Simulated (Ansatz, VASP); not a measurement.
**ZnO: VASP beside Ansatz**

```
Zn O
1.0
     3.32638    0.00000    0.00000
    -1.66319    2.88073    0.00000
     0.00000    0.00000    4.92963
Zn O
2 2
Direct
  0.33333 0.66667 0.00124
  0.66667 0.33333 0.50124
  0.33333 0.66667 0.38086
  0.66667 0.33333 0.88086
```

Alike in both runs: task single point; functional r2SCAN; k mesh 12 × 12 × 6; occupations gaussian, width 0.05 eV; no spin polarisation.

```csv
,VASP,Ansatz
version,VASP 6.6.1,Ansatz 0.2.0
potentials or method,"VASP PAW PBE potentials, release 64 (Zn, O), cutoff 520 eV","scalar-relativistic, plane waves, PAW"
valence electrons in the cell,36,36
```

```csv
,VASP,Ansatz,Ansatz less VASP
gap on the k mesh at the Fermi level (eV),1.25,1.26,+0.008
least direct gap on the mesh (eV),1.25,1.26,+0.008
pressure (GPa),2.7,1.5,-1.17
"traceless stress, the component that is largest in VASP (GPa)",14.84,14.29,-0.549
rms of the force components (eV/Å),0.630,0.594,-0.0361
```

VASP's potentials were made for PBE, not for r2SCAN. Atom by atom the forces differ by 0.036 eV/Å (rms over components).
